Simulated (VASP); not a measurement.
A run of VASP 6.6.1:

File POSCAR:

```
InSb3
1.0
    4.8063670000      0.0000000000      0.0000000000
    0.0000000000      4.8063670000      0.0000000000
    0.0000000000      0.0000000000      4.8063670000
Sb In
3 1
Direct
    0.5000000000      0.5000000000      0.0000000000
    0.0000000000      0.5000000000      0.5000000000
    0.5000000000      0.0000000000      0.5000000000
    0.0000000000      0.0000000000      0.0000000000
```

Contents of INCAR.step1:

```
PREC     = Accurate       # precision mode
ENCUT    = 400            # plane-wave cutoff, eV
EDIFF    = 1E-5           # SCF threshold, eV
ISMEAR   = -1             # smearing method
SIGMA    = 0.05           # smearing width, eV
LREAL    = False          # projectors in reciprocal space
LASPH    = True           # aspherical terms in the spheres
NELM     = 120            # most SCF steps
ALGO     = Normal         # electronic algorithm
ISIF     = 2              # what is computed and relaxed
LWAVE    = True           # write WAVECAR
GGA      = PE             # functional
NBANDS   = 37             # bands
GGA_COMPAT= False
```

File INCAR.step2:

```
PREC     = Accurate       # precision mode
ENCUT    = 400            # plane-wave cutoff, eV
EDIFF    = 1E-6           # SCF threshold, eV
ISMEAR   = -1             # smearing method
SIGMA    = 0.05           # smearing width, eV
LREAL    = False          # projectors in reciprocal space
LASPH    = True           # aspherical terms in the spheres
NELM     = 120            # most SCF steps
ALGO     = Normal         # electronic algorithm
ISIF     = 2              # what is computed and relaxed
LWAVE    = False          # write WAVECAR
LCHARG   = True           # write CHGCAR
GGA      = PE             # functional
LHFCALC  = True           # exact exchange
AEXX     = 0.4            # exact-exchange fraction
HFSCREEN = 0.2            # screening, 1/A
PRECFOCK = Normal       
LELF     = True           # ELF
LVHAR    = True         
ISTART   = 1            
NBANDS   = 37             # bands
GGA_COMPAT= False
```

Contents of KPOINTS:

```
regular mesh
0
Gamma
  3 3 3
```

Potentials or basis: VASP PAW PBE potentials, release 64 (Sb_d_GW, In_d).

Command:

```bash
$ cat potpaw_PBE.64/Sb_d_GW/POTCAR potpaw_PBE.64/In_d/POTCAR > POTCAR
$ cp INCAR.step1 INCAR
$ mpirun -np 1 vasp_std > vasp.out
$ cp INCAR.step2 INCAR
$ mpirun -np 1 vasp_std > vasp.out
```

Hardware: 1 thread of Intel(R) Xeon(R) 6975P-C (Granite Rapids), with other jobs on the host.

Q: How long does it take, and how much memory?

A: Wall time 9.2 min on 1 thread of Intel(R) Xeon(R) 6975P-C (Granite Rapids) (shared host), peak memory 0.31 GiB. Counts: k points 4.
